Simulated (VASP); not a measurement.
The system is Cr.

```
Cr
1.0
     0.00000    1.81674    1.81674
     1.81674    0.00000    1.81674
     1.81674    1.81674    0.00000
Cr
1
Cartesian
  0.0000 0.0000 0.0000
```

```yaml
Program: VASP 6.6.1
Task: relaxation of cell and atoms
Functional: PBEsol
Potentials_or_basis: VASP PAW PBE potentials, release 64 (Cr_pv)
Cutoff: 600 eV
k_mesh: 15 × 15 × 15
Occupations: fermi-dirac, width 0.1 eV
Spin: no spin polarisation
```

At the start: pressure -10.9 GPa; volume 11.99 Å³/atom.

Question: Where does the relaxation end?

Answer: Over 4 steps the energy falls by 19.3 meV/atom and the volume is 11.45 Å³/atom (-4.5 %); space group Fm-3m (No. 225, to 0.05 Å).

The path:
| step | energy change (eV) | largest force (eV/Å) | pressure (GPa) | volume (Å³) |
| --- | --- | --- | --- | --- |
| 1 | 0.0000 | 0.0000 | -10.86 | 11.99 |
| 2 | 0.0331 | 0.0000 | 22.03 | 10.64 |
| 3 | -0.0193 | 0.0000 | -0.25 | 11.46 |
| 4 | -0.0193 | 0.0000 | -0.01 | 11.45 |

Final structure:
```
Cr
1.0
     0.00000    1.78879    1.78879
     1.78879    0.00000    1.78879
     1.78879    1.78879    0.00000
Cr
1
Direct
  0.00000 0.00000 0.00000
```

Caveat: the PAW data sets were made with another functional, which shifts forces and pressure a little; the run has no spin polarisation, though such a crystal can be magnetic.
